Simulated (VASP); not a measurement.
# TiC (Fm-3m) in VASP: further runs, part 2 of 2

VASP 6.6.1. The steps go on from the part before.

**3. Electric field gradients, PBEsol (9.93 Å³/atom)**

File INCAR:

```
SYSTEM = TiC
PREC = Accurate
ENCUT = 520
EDIFF = 1E-8
ISMEAR = -1
SIGMA = 0.03
LREAL = .False.
LASPH = .True.
NELM = 80
ALGO = Normal
ISIF = 2
LWAVE = .False.
LCHARG = .False.
GGA = PS
LEFG = .True.
NBANDS = 15
```

File KPOINTS:

```
Automatic mesh
0
Gamma
  14 14 14
  0 0 0
```

File POSCAR:

```
TiC
1.0
    0.0000000000      2.1494760724      2.1494760724
    2.1494760724      0.0000000000      2.1494760724
    2.1494760724      2.1494760724      0.0000000000
Ti C
1 1
Direct
    0.0000000000      0.0000000000      0.0000000000
    0.5000000000      0.5000000000      0.5000000000
```

Potentials or basis: VASP PAW PBE potentials, release 64 (Ti_sv, C).

The run is started by

```bash
cat potpaw_PBE.64/Ti_sv/POTCAR potpaw_PBE.64/C/POTCAR > POTCAR
mpirun -np 1 vasp_std > vasp.out
```

OUTCAR:

```text
SYSTEM = TiC
   PREC = Accurate
   ENCUT = 520
   EDIFF = 1E-8
   ISMEAR = -1
   LREAL = .False.
   LASPH = .True.
   NELM = 80
   ISIF = 2
   GGA = PS

 ion  position               nearest neighbor table
   1  0.000  0.000  0.000-   2 2.15   2 2.15   2 2.15   2 2.15   2 2.15   2 2.15
   2  0.500  0.500  0.500-   1 2.15   1 2.15   1 2.15   1 2.15   1 2.15   1 2.15

  LATTYP: Found a face centered cubic cell.
 ALAT       =     4.2989521448

  Lattice vectors:

 A1 = (   0.0000000000,   2.1494760724,   2.1494760724)
 A2 = (   2.1494760724,   0.0000000000,   2.1494760724)
 A3 = (   2.1494760724,   2.1494760724,   0.0000000000)

Analysis of symmetry for initial positions (statically):
=====================================================================
 Subroutine PRICEL returns:
 Original cell was already a primitive cell.

 Routine SETGRP: Setting up the symmetry group for a
 face centered cubic supercell.

 Subroutine GETGRP returns: Found 48 space group operations
 (whereof 48 operations were pure point group operations)
 out of a pool of 48 trial point group operations.

The static configuration has the point symmetry O_h .

Analysis of symmetry for dynamics (positions and initial velocities):
=====================================================================
 Subroutine PRICEL returns:
 Original cell was already a primitive cell.

 Routine SETGRP: Setting up the symmetry group for a
 face centered cubic supercell.

 Subroutine GETGRP returns: Found 48 space group operations
 (whereof 48 operations were pure point group operations)
 out of a pool of 48 trial point group operations.

The dynamic configuration has the point symmetry O_h .

 Subroutine INISYM returns: Found 48 space group operations
 (whereof 48 operations are pure point group operations),
 and found     1 'primitive' translations

----------------------------------------------------------------------------------------

                                     Primitive cell

  volume of cell :      19.8622

  direct lattice vectors                    reciprocal lattice vectors
     0.000000000  2.149476072  2.149476072    -0.232614825  0.232614825  0.232614825
     2.149476072  0.000000000  2.149476072     0.232614825 -0.232614825  0.232614825
     2.149476072  2.149476072  0.000000000     0.232614825  0.232614825 -0.232614825

  length of vectors
     3.039818214  3.039818214  3.039818214     0.402900695  0.402900695  0.402900695

  position of ions in fractional coordinates (direct lattice)
     0.000000000  0.000000000  0.000000000
     0.500000000  0.500000000  0.500000000

  ion indices of the primitive-cell ions
   primitive index   ion index
                 1           1
                 2           2

----------------------------------------------------------------------------------------

 KPOINTS: Automatic mesh

Automatic generation of k-mesh.
 Grid dimensions read from file:
 generate k-points for:   14   14   14

[... 80 lines left out ...]
   IALGO  =     38    algorithm
   IMIX   =      4    mixing-type and parameters
     AMIX     =   0.40;   BMIX     =  1.00
     AMIX_MAG =   1.60;   BMIX_MAG =  1.00
  volume/ion in A,a.u.               =       9.93        67.02
  Fermi-wavevector in a.u.,A,eV,Ry     =   1.523254  2.878532 31.569619  2.320302
  Thomas-Fermi vector in A             =   2.631722
   LORBIT       =      0    0 simple, 1 ext, 2 COOP (PROOUT), +10 PAW based schemes
   GGA     = PS    functional components
   LHFCALC =     F    Hartree Fock is set to
   AEXX    =    0.0000 exact exchange contribution
   IVDW    =     0    specifies the selected vdW correction
   LEPSILON=     F    determine dielectric tensor
   LRPA    =     F    only Hartree local field effects (RPA)
 non-spin polarized calculation
  energy-cutoff  :      520.00
  volume of cell :       19.86
 maximum number of plane-waves:       547
   NGX = 11   NGY = 11   NGZ = 11

 number of electron      16.0000003 magnetization

 Free energy of the ion-electron system (eV)
  ---------------------------------------------------
  ext. energy  EPLUGINS =         0.00000000
  ---------------------------------------------------
  free energy    TOTEN  =       -19.80219969 eV

  energy without entropy =      -19.80126760  energy(sigma->0) =      -19.80173364

 E-fermi :   9.5651     XC(G=0): -12.9775

 val. band max:        9.5610817238   @ k =   0.3571   0.2857   0.0000
 cond. band min:       9.5656548434   @ k =   0.5000   0.5000   0.0000
 fundamental gap:      0.0045731196
 Fermi energy:         9.5651355110

 k-point     1 :       0.0000    0.0000    0.0000
  band No.  band energies     occupation
      1     -46.6954      2.00000
      2     -22.8097      2.00000
      3     -22.8097      2.00000
      4     -22.8097      2.00000
      5      -2.9033      2.00000
      6      10.2399      0.00000
      7      10.2399      0.00000
      8      10.2399      0.00000
      9      11.3030      0.00000
     10      11.3030      0.00000
     11      11.3030      0.00000
     12      11.3431      0.00000
     13      11.3431      0.00000
     14      20.3814      0.00000
[... 401 lines left out ...]
      2     -23.0816      2.00000
      3     -22.8766      2.00000
      4     -22.8673      2.00000
      5      -1.4034      2.00000
      6       6.3420      2.00000
      7       7.8706      2.00000
      8       8.4348      2.00000
      9      10.3830      0.00000
     10      11.9320      0.00000
     11      13.0795      0.00000
     12      14.2341      0.00000
     13      16.1610      0.00000
     14      21.9307      0.00000
     15      24.0387      0.00000

 [... further k-points ...]

------------------------ aborting loop because EDIFF is reached ----------------------------------------

  FORCE on cell =-STRESS in cart. coord.  units (eV):
  Direction    XX          YY          ZZ          XY          YZ          ZX
  --------------------------------------------------------------------------------------
  -------------------------------------------------------------------------------------
  Total       -0.0990224     -0.0990224     -0.0990224      0.0000000      0.0000000      0.0000000
  in kB       -7.9875982     -7.9875982     -7.9875982      0.0000000      0.0000000      0.0000000
  external PRESSURE =      -7.9875982 kB  Pullay stress =       0.0000000 kB

 VOLUME and BASIS-vectors are now :
 -----------------------------------------------------------------------------
  energy-cutoff  :      520.00
  volume of cell :       19.86
      direct lattice vectors                 reciprocal lattice vectors
     0.000000000  2.149476072  2.149476072    -0.232614825  0.232614825  0.232614825
     2.149476072  0.000000000  2.149476072     0.232614825 -0.232614825  0.232614825
     2.149476072  2.149476072  0.000000000     0.232614825  0.232614825 -0.232614825

 POSITION                                       TOTAL-FORCE (eV/Angst)
 -----------------------------------------------------------------------------------
      0.00000      0.00000      0.00000        -0.000000      0.000000      0.000000
      2.14948      2.14948      2.14948         0.000000      0.000000     -0.000000
 -----------------------------------------------------------------------------------
    total drift:                                0.000000     -0.000000     -0.000000

  FREE ENERGIE OF THE ION-ELECTRON SYSTEM (eV)
  ---------------------------------------------------
  free  energy   TOTEN  =       -19.8021996935 eV

  energy  without entropy=      -19.8012675958  energy(sigma->0) =      -19.80173364

 Electric field gradients (V/A^2)
---------------------------------------------------------------------
 ion       V_xx      V_yy      V_zz      V_xy      V_xz      V_yz
---------------------------------------------------------------------
   1       0.000     0.000    -0.000     0.001     0.001     0.001
   2      -0.000     0.000    -0.000    -0.000    -0.000    -0.000
---------------------------------------------------------------------

 Electric field gradients after diagonalization (V/A^2)
 (convention: |V_zz| > |V_xx| > |V_yy|)
----------------------------------------------------------------------
 ion       V_xx      V_yy      V_zz     asymmetry (V_yy - V_xx)/ V_zz
----------------------------------------------------------------------
   1      -0.001    -0.001     0.001       0.000
   2       0.000     0.000    -0.000       0.000
----------------------------------------------------------------------

           NMR quadrupolar parameters

 Cq : quadrupolar parameter    Cq=e*Q*V_zz/h
 eta: asymmetry parameters     (V_yy - V_xx)/ V_zz
 Q  : nuclear electric quadrupole moment in mb (millibarn)
----------------------------------------------------------------------
 ion       Cq(MHz)       eta       Q (mb)
----------------------------------------------------------------------
   1       0.000       0.000       1.000
   2      -0.000       0.000       1.000
----------------------------------------------------------------------
```

OSZICAR:

```text
N       E                     dE             d eps       ncg     rms          rms(c)
DAV:   1     0.117195119018E+03    0.11720E+03   -0.80646E+03  3127   0.129E+03
DAV:   2    -0.178123176014E+02   -0.13501E+03   -0.12651E+03  3302   0.336E+02
DAV:   3    -0.249359463994E+02   -0.71236E+01   -0.70187E+01  4081   0.767E+01
DAV:   4    -0.251657788892E+02   -0.22983E+00   -0.22965E+00  3891   0.125E+01
DAV:   5    -0.251709243347E+02   -0.51454E-02   -0.51450E-02  4028   0.164E+00    0.189E+01
DAV:   6    -0.203394510804E+02    0.48315E+01   -0.11005E+01  4424   0.561E+01    0.658E+00
DAV:   7    -0.198397851232E+02    0.49967E+00   -0.18652E+00  3675   0.193E+01    0.515E+00
DAV:   8    -0.198063801888E+02    0.33405E-01   -0.11448E-01  3592   0.410E+00    0.280E+00
DAV:   9    -0.198067787225E+02   -0.39853E-03   -0.76068E-02  4063   0.326E+00    0.924E-01
DAV:  10    -0.198036930897E+02    0.30856E-02   -0.98175E-03  4060   0.150E+00    0.596E-01
DAV:  11    -0.198022340141E+02    0.14591E-02   -0.29002E-03  3596   0.747E-01    0.872E-02
DAV:  12    -0.198022039450E+02    0.30069E-04   -0.24654E-04  3526   0.169E-01    0.380E-02
DAV:  13    -0.198021999240E+02    0.40211E-05   -0.14228E-05  3988   0.343E-02    0.470E-03
DAV:  14    -0.198021998027E+02    0.12128E-06   -0.46121E-07  3875   0.772E-03    0.398E-03
DAV:  15    -0.198021996580E+02    0.14464E-06   -0.17431E-07  4037   0.311E-03    0.857E-04
DAV:  16    -0.198021996931E+02   -0.35075E-07   -0.14682E-08  2840   0.151E-03    0.163E-04
DAV:  17    -0.198021996935E+02   -0.41814E-09   -0.74415E-10  1896   0.358E-04
   1 F= -.19802200E+02 E0= -.19801734E+02  d E =-.932098E-03
```

Run time: 27 s. Hardware: 1 thread of Intel Xeon 8259CL, shared host; peak memory 0.16 GiB.

What came out:

| Item | Value |
| --- | --- |
| Free energy | -19.8022 eV |
| Pressure | -0.8 GPa |
| Band gap on the k mesh | zero (bands 8 and 9 overlap by 1.08 eV) |
| Largest electric field gradient by atom | zero within the noise of the run |

Levels at points of the mesh, in eV from the Fermi level:
| k point | band 5 | band 6 | band 7 | band 8 | band 9 | band 10 | band 11 | band 12 |
| --- | --- | --- | --- | --- | --- | --- | --- | --- |
| (0.00, 0.00, 0.00) | -12.47 | 0.67 | 0.67 | 0.67 | 1.74 | 1.74 | 1.74 | 1.78 |
| (0.50, 0.00, 0.00) | -8.83 | -5.97 | -2.96 | -2.96 | 3.01 | 3.01 | 4.24 | 8.29 |
| (0.50, 0.50, 0.00) | -10.14 | -3.45 | -1.74 | 0.00 | 0.00 | 2.82 | 3.64 | 3.64 |

Caveat: the PAW data sets were made with another functional, which shifts forces and pressure a little.

**4. Electric field gradients, PBEsol (10.03 Å³/atom)**

This run uses another cell than the first one, of 10.03 Å³/atom.

File INCAR:

```
SYSTEM = TiC
  ALGO = Normal
  EDIFF = 1E-8
  ENCUT = 520
  GGA = PS
  ISIF = 2
  ISMEAR = -1
  LASPH = .True.
  LCHARG = .False.
  LEFG = .True.
  LREAL = .False.
  LWAVE = .False.
  NBANDS = 15
  NELM = 100
  PREC = Accurate
  SIGMA = 0.03
```

File KPOINTS:

```
k-points
0
Gamma
  14 14 14
  0 0 0
```

File POSCAR:

```
TiC
1.0
    0.0000000000      2.1567624877      2.1567624877
    2.1567624877      0.0000000000      2.1567624877
    2.1567624877      2.1567624877      0.0000000000
Ti C
1 1
Direct
    0.0000000000      0.0000000000      0.0000000000
    0.5000000000      0.5000000000      0.5000000000
```

Potentials or basis: VASP PAW PBE potentials, release 64 (Ti_sv, C).

The run is started by

```bash
cat potpaw_PBE.64/Ti_sv/POTCAR potpaw_PBE.64/C/POTCAR > POTCAR
mpirun -np 1 vasp_std > vasp.out
```

OUTCAR:

```text
SYSTEM = TiC
   EDIFF = 1E-8
   ENCUT = 520
   GGA = PS
   ISIF = 2
   ISMEAR = -1
   LASPH = .True.
   LREAL = .False.
   NELM = 100
   PREC = Accurate

 ion  position               nearest neighbor table
   1  0.000  0.000  0.000-   2 2.16   2 2.16   2 2.16   2 2.16   2 2.16   2 2.16
   2  0.500  0.500  0.500-   1 2.16   1 2.16   1 2.16   1 2.16   1 2.16   1 2.16

  LATTYP: Found a face centered cubic cell.
 ALAT       =     4.3135249754

  Lattice vectors:

 A1 = (   0.0000000000,   2.1567624877,   2.1567624877)
[... 644 lines left out ...]
  ---------------------------------------------------
  free  energy   TOTEN  =       -19.7996288015 eV

  energy  without entropy=      -19.7986909367  energy(sigma->0) =      -19.79915987

 Electric field gradients (V/A^2)
---------------------------------------------------------------------
 ion       V_xx      V_yy      V_zz      V_xy      V_xz      V_yz
---------------------------------------------------------------------
   1       0.000    -0.000    -0.000     0.001     0.001     0.001
   2       0.000     0.000     0.000     0.000     0.000     0.000
---------------------------------------------------------------------

 Electric field gradients after diagonalization (V/A^2)
 (convention: |V_zz| > |V_xx| > |V_yy|)
----------------------------------------------------------------------
 ion       V_xx      V_yy      V_zz     asymmetry (V_yy - V_xx)/ V_zz
----------------------------------------------------------------------
   1      -0.001    -0.001     0.001       0.000
   2      -0.000    -0.000     0.000       0.000
----------------------------------------------------------------------

           NMR quadrupolar parameters

 Cq : quadrupolar parameter    Cq=e*Q*V_zz/h
 eta: asymmetry parameters     (V_yy - V_xx)/ V_zz
 Q  : nuclear electric quadrupole moment in mb (millibarn)
----------------------------------------------------------------------
 ion       Cq(MHz)       eta       Q (mb)
----------------------------------------------------------------------
   1       0.000       0.000       1.000
   2       0.000       0.000       1.000
----------------------------------------------------------------------
```

stdout:

```text
POSCAR found type information on POSCAR TiC
 POSCAR found :  2 types and       2 ions
 scaLAPACK will be used
 -----------------------------------------------------------------------------
|                                                                             |
|                                                                             |
|     You enforced a specific xc type in the INCAR file but a different       |
|     I HOPE YOU KNOW WHAT YOU ARE DOING!                                     |
|                                                                             |
 -----------------------------------------------------------------------------

 LDA part: xc-table for (Slater+PW92), standard interpolation
 POSCAR, INCAR and KPOINTS ok, starting setup
 FFT: planning ... GRIDC
 FFT: planning ... GRID_SOFT
 FFT: planning ... GRID
 WAVECAR not read
 entering main loop
ion   1

ion   2
```

Wall time 29 s (1 thread of Intel Xeon 8259CL, shared host); peak memory 0.16 GiB.

What came out:

```
Free energy                             : -19.7996 eV
Pressure                                : -3.4 GPa
Band gap on the k mesh                  : zero (bands 8 and 9 overlap by 1.07 eV)
Largest electric field gradient by atom : zero within the noise of the run
```

Caveat: the cell stands under tension; the PAW data sets were made with another functional, which shifts forces and pressure a little.
